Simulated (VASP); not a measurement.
# HfS2 (P-3m1) in VASP: settings compared, part 2 of 2

VASP 6.6.1. The steps go on from the part before.

## Step 3: Relaxation of cell and atoms, r2SCAN+rVV10

POSCAR reads:

```
HfS2
1.0
    3.6103985487      0.0000000000      0.0000000000
   -1.8051992744      3.1266968610      0.0000000000
    0.0000000000      0.0000000000      5.7665980553
Hf S
1 2
Direct
    0.0000000000      0.0000000000      0.0000000000
    0.3333333333      0.6666666667      0.2520411725
    0.6666666667      0.3333333333      0.7479588275
```

INCAR.step1 reads:

```
PREC     = Accurate       # precision mode
ENCUT    = 550            # plane-wave cutoff, eV
ISMEAR   = -1             # smearing method
SIGMA    = 0.02           # smearing width, eV
LREAL    = False          # projectors in reciprocal space
LASPH    = True           # aspherical terms in the spheres
NELM     = 120            # most SCF steps
GGA      = PE             # functional
ALGO     = Normal         # electronic algorithm
EDIFF    = 1E-5           # SCF threshold, eV
LWAVE    = True           # write WAVECAR
LCHARG   = False          # write CHGCAR
GGA_COMPAT= False        
IBRION   = 2              # ionic algorithm
ISIF     = 3              # what is computed and relaxed
EDIFFG   = -0.005         # ionic threshold
NELMIN   = 4            
NSW      = 100            # ionic steps
```

INCAR.step2 reads:

```
PREC     = Accurate       # precision mode
ENCUT    = 550            # plane-wave cutoff, eV
EDIFF    = 1E-7           # SCF threshold, eV
ISMEAR   = -1             # smearing method
SIGMA    = 0.02           # smearing width, eV
LREAL    = False          # projectors in reciprocal space
LASPH    = True           # aspherical terms in the spheres
NELM     = 120            # most SCF steps
ALGO     = Normal         # electronic algorithm
ISIF     = 3              # what is computed and relaxed
LWAVE    = False          # write WAVECAR
LCHARG   = False          # write CHGCAR
METAGGA  = R2SCAN         # meta-GGA
LMIXTAU  = True         
LUSE_VDW = True         
IVDW_NL  = 2            
BPARAM   = 11.95        
CPARAM   = 0.0093       
IBRION   = 2              # ionic algorithm
NSW      = 80             # ionic steps
EDIFFG   = -0.005         # ionic threshold
ISTART   = 1            
GGA_COMPAT= False        
NELMIN   = 4
```

KPOINTS reads:

```
regular mesh
0
Gamma
  12 12 4
```

Potentials or basis: VASP PAW PBE potentials, release 64 (Hf_pv, S).

The run is started by

```console
> cat potpaw_PBE.64/Hf_pv/POTCAR potpaw_PBE.64/S/POTCAR > POTCAR
> cp INCAR.step1 INCAR
> mpirun -np 1 vasp_std > vasp.out
> cp INCAR.step2 INCAR
> mpirun -np 1 vasp_std > vasp.out
```

OUTCAR:

```text
PREC = Accurate
   ENCUT = 550
   EDIFF = 1E-7
   ISMEAR = -1
   LREAL = False
   LASPH = True
   NELM = 120
   ISIF = 3
   METAGGA = R2SCAN
   IVDW_NL = 2
   BPARAM = 11.95
   IBRION = 2
   NSW = 80
   EDIFFG = -0.005
   ISTART = 1
   NELMIN = 4

 ion  position               nearest neighbor table
   1  0.000  0.000  0.000-   2 2.54   3 2.54   3 2.54   2 2.54   3 2.54   2 2.54
   2  0.333  0.667  0.252-   1 2.54   1 2.54   1 2.54
   3  0.667  0.333  0.748-   1 2.54   1 2.54   1 2.54

  LATTYP: Found a hexagonal cell.
 ALAT       =     3.6103985487
 C/A-ratio  =     1.5972192481

  Lattice vectors:

 A1 = (   3.6103985487,   0.0000000000,   0.0000000000)
 A2 = (  -1.8051992744,   3.1266968610,   0.0000000000)
 A3 = (   0.0000000000,   0.0000000000,   5.7665980553)

Analysis of symmetry for initial positions (statically):
=====================================================================
 Subroutine PRICEL returns:
 Original cell was already a primitive cell.

 Routine SETGRP: Setting up the symmetry group for a
 hexagonal supercell.

 Subroutine GETGRP returns: Found 12 space group operations
 (whereof 12 operations were pure point group operations)
 out of a pool of 24 trial point group operations.

The static configuration has the point symmetry D_3d.

Analysis of symmetry for dynamics (positions and initial velocities):
=====================================================================
 Subroutine PRICEL returns:
 Original cell was already a primitive cell.

 Routine SETGRP: Setting up the symmetry group for a
 hexagonal supercell.

 Subroutine GETGRP returns: Found 12 space group operations
 (whereof 12 operations were pure point group operations)
 out of a pool of 24 trial point group operations.

The dynamic configuration has the point symmetry D_3d.

 Subroutine INISYM returns: Found 12 space group operations
[... 152 lines left out ...]

  FORCE on cell =-STRESS in cart. coord.  units (eV):
  Direction    XX          YY          ZZ          XY          YZ          ZX
  --------------------------------------------------------------------------------------
  -------------------------------------------------------------------------------------
  Total        0.0457266      0.0457266     -0.1698524     -0.0000000      0.0000000      0.0000000
  in kB        1.1254318      1.1254318     -4.1804368     -0.0000000      0.0000000      0.0000000
  external PRESSURE =      -0.6431911 kB  Pullay stress =       0.0000000 kB
[... 92 lines left out ...]
  FREE ENERGIE OF THE ION-ELECTRON SYSTEM (eV)
  ---------------------------------------------------
  free  energy   TOTEN  =       -66.1572091520 eV

  energy  without entropy=      -66.1572091520  energy(sigma->0) =      -66.15720915

[... ionic steps 4 to 12 ...]

--------------------------------------- Ionic step       13  -------------------------------------------

 number of electron      22.0000000 magnetization

------------------------ aborting loop because EDIFF is reached ----------------------------------------
[... 69 lines left out ...]
--------------------------------------- Ionic step       15  -------------------------------------------

 number of electron      22.0000000 magnetization

 Free energy of the ion-electron system (eV)
  ---------------------------------------------------
  ext. energy  EPLUGINS =         0.00000000
  ---------------------------------------------------
  free energy    TOTEN  =       -66.16252675 eV

  energy without entropy =      -66.16252675  energy(sigma->0) =      -66.16252675

 E-fermi :   3.5107     XC(G=0): -10.2516

 val. band max:        3.0966972439   @ k =   0.0833  -0.0000   0.0000
 cond. band min:       4.4475141546   @ k =   0.5000  -0.0000   0.5000
 fundamental gap:      1.3508169107
 Fermi energy:         3.5107038884

 k-point     1 :       0.0000    0.0000    0.0000
  band No.  band energies     occupation
      1     -28.7746      2.00000
      2     -28.6599      2.00000
      3     -28.6599      2.00000
      4     -10.6453      2.00000
      5      -8.8418      2.00000
      6      -1.8354      2.00000
      7       0.1280      2.00000
      8       0.1280      2.00000
      9       2.9502      2.00000
     10       2.9502      2.00000
     11       3.0766      2.00000
     12       5.3567      0.00000
     13       5.3567      0.00000
     14       6.0601      0.00000
[... 401 lines left out ...]
      2     -28.7112      2.00000
      3     -28.6713      2.00000
      4     -10.2256      2.00000
      5      -9.0453      2.00000
      6      -1.1740      2.00000
      7      -0.1417      2.00000
      8       0.2574      2.00000
      9       1.2535      2.00000
     10       2.3914      2.00000
     11       2.6423      2.00000
     12       5.2338      0.00000
     13       6.1188      0.00000
     14       6.8591      0.00000
     15       8.4323      0.00000

 [... further k-points ...]

------------------------ aborting loop because EDIFF is reached ----------------------------------------

  FORCE on cell =-STRESS in cart. coord.  units (eV):
  Direction    XX          YY          ZZ          XY          YZ          ZX
  --------------------------------------------------------------------------------------
  -------------------------------------------------------------------------------------
  Total       -0.0008931     -0.0008931     -0.0005115      0.0000000      0.0000000      0.0000000
  in kB       -0.0214224     -0.0214224     -0.0122691      0.0000000      0.0000000      0.0000000
  external PRESSURE =      -0.0183713 kB  Pullay stress =       0.0000000 kB
[... 18 lines left out ...]
  FREE ENERGIE OF THE ION-ELECTRON SYSTEM (eV)
  ---------------------------------------------------
  free  energy   TOTEN  =       -66.1625267468 eV

  energy  without entropy=      -66.1625267468  energy(sigma->0) =      -66.16252675

 reached required accuracy - stopping structural energy minimisation
```

Wall time 47 min (1 thread of Intel Xeon 6975P-C (Granite Rapids), shared host); peak memory 0.4 GiB.

Results:

| Property | Result |
| --- | --- |
| Free energy | -66.1625 eV |
| Relaxed volume | 22.27 Å³/atom |
| Relaxed cell | a = 3.624 Å, b = 3.624 Å, c = 5.873 Å, α = 90.00°, β = 90.00°, γ = 120.00° |
| Space group after relaxing (to 0.1 Å) | P-3m1 (No. 164) |
| Energy gained by relaxing | 2.7 meV/atom |
| Ionic steps | 15 |
| Pressure after relaxing | 0.0 GPa |
| Band gap on the k mesh | 1.35 eV (least direct gap 2.25 eV) |

Step by step:
```csv
step,energy change (eV),largest force (eV/Å),pressure (GPa),volume (Å³)
1,0.0000,0.2181,-0.06,65.10
2,-0.0027,0.0432,0.69,65.01
3,-0.0027,0.0248,0.76,65.01
4,-0.0047,0.0313,0.28,65.52
5,-0.0050,0.0353,0.00,65.82
6,-0.0051,0.0360,-0.05,65.87
7,-0.0060,0.0301,-0.04,66.01
8,-0.0077,0.0130,0.01,66.43
9,-0.0070,0.0173,0.16,67.25
10,-0.0080,0.0018,0.07,66.75
11,-0.0080,0.0010,0.07,66.73
12,-0.0080,0.0187,-0.12,66.87
13,-0.0080,0.0089,-0.03,66.80
14,-0.0080,0.0064,-0.01,66.78
15,-0.0081,0.0014,0.00,66.80
```

Final structure:
```
Hf S
1.0
     3.62395    0.00000    0.00000
    -1.81197    3.13843    0.00000
     0.00000    0.00000    5.87297
Hf S
1 2
Cartesian
  -1.8120 3.1384 0.0000
  0.0000 2.0923 1.4354
  1.8120 1.0461 4.4376
```

Levels at points of the mesh, in eV from the valence-band top:
```
           k point  band 7  band 8  band 9  band 10  band 11  band 12  band 13  band 14  band 15
(0.00, 0.00, 0.00)   -2.97   -2.97   -0.15    -0.15    -0.02     2.26     2.26     2.96     5.75
(0.50, 0.00, 0.00)   -3.02   -2.63   -2.60    -2.08    -1.46     1.50     4.40     4.46     6.69
(0.00, 0.00, 0.50)   -2.93   -2.93   -1.93    -0.28    -0.28     2.21     2.21     3.28     6.20
(0.50, 0.00, 0.50)   -3.67   -2.80   -2.46    -1.20    -0.97     1.35     4.38     4.51     6.12
```

Caveat: the PAW data sets were made with another functional, which shifts forces and pressure a little; spin-orbit coupling is left out, which moves the levels of the heavy elements. A k mesh can miss the band edges.
